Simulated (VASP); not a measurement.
Crystal: AlN.

```
Al N
1.0
    -3.11100    0.00000    0.00000
    -1.55550   -2.69421    0.00000
    -0.38872   -0.22443    9.95600
Al N
4 4
Cartesian
  -1.5555 -0.8981 8.9977
  -1.5555 -0.8981 4.0197
  -3.1110 -1.7961 1.5307
  -3.1110 -1.7961 6.5087
  -1.5555 -0.8981 0.9583
  -1.5555 -0.8981 5.9363
  -3.1110 -1.7961 3.4473
  -3.1110 -1.7961 8.4253
```

Base run:

| Item | Value |
| --- | --- |
| Program | VASP 6.6.1 |
| Functional | LDA |
| Potentials or basis | VASP PAW LDA potentials, release 64 (Al, N) |
| Cutoff | 520 eV |
| k mesh | 8 × 8 × 3 |
| Occupations | gaussian, width 0.05 eV |
| Spin | no spin polarisation |

Its results: band gap on the k mesh 3.92 eV, direct; pressure -4.1 GPa; largest force 1.019 eV/Å.

Q: The run is repeated on the same cell with these changes: k mesh from 8 × 8 × 3 to 8 × 8 × 3, shifted; further incar settings from ALGO = Normal; EDIFF = 1e-07; NBANDS = 26 to ALGO = Normal; EDIFF = 1e-06; NBANDS = 26. What comes out?

A: Band gap on the k mesh 4.34 eV, direct; pressure -4.1 GPa; largest force 1.019 eV/Å.

Caveats: forces of over 1 eV/Å act on the atoms, so gaps and moduli don't describe the material at rest.

A k mesh can miss the band edges.
